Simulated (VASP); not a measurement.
A run of VASP 6.6.1:

File POSCAR:

```
LiCl
1.0
    0.0000000000      2.7330425217      2.7330425217
    2.7330425217      0.0000000000      2.7330425217
    2.7330425217      2.7330425217      0.0000000000
Li Cl
1 1
Direct
    0.0000000000      0.0000000000      0.0000000000
    0.2500000000      0.2500000000      0.2500000000
```

INCAR.step1

```
SYSTEM = LiCl
PREC = Accurate ; ENCUT = 520
EDIFF = 1E-5 ; ISMEAR = 0
SIGMA = 0.01 ; LREAL = .FALSE.
LASPH = .TRUE. ; NELM = 100
ALGO = Normal ; ISIF = 2
LWAVE = .TRUE. ; LCHARG = .FALSE.
GGA = PE ; NBANDS = 12
```

The input INCAR.step2:

```
SYSTEM = LiCl
PREC = Accurate ; ENCUT = 520
EDIFF = 1E-6 ; ISMEAR = 0
SIGMA = 0.01 ; LREAL = .FALSE.
LASPH = .TRUE. ; NELM = 100
ALGO = Normal ; ISIF = 2
LWAVE = .FALSE. ; LCHARG = .FALSE.
GGA = PE ; LHFCALC = .TRUE.
HFSCREEN = 0.2079 ; PRECFOCK = Normal
ISTART = 1 ; NBANDS = 12
```

KPOINTS

```
Automatic mesh
0
G
  6 6 6
  0 0 0
```

Potentials or basis: VASP PAW PBE potentials, release 64 (Li_sv, Cl).

The run is started by

```sh
$ cat potpaw_PBE.64/Li_sv/POTCAR potpaw_PBE.64/Cl/POTCAR > POTCAR
$ cp INCAR.step1 INCAR
$ mpirun -np 1 vasp_std > vasp.out
$ cp INCAR.step2 INCAR
$ mpirun -np 1 vasp_std > vasp.out
```

Hardware: 1 thread of AMD EPYC 7R43 64-Core Processor (Zen 3), on a shared host.

Q: Estimate the wall time of this run.

A: Run time: 13 min on 1 thread of AMD EPYC 7R43 64-Core Processor (Zen 3), on a shared host, peak memory 0.24 GiB. Counts: k points 16.
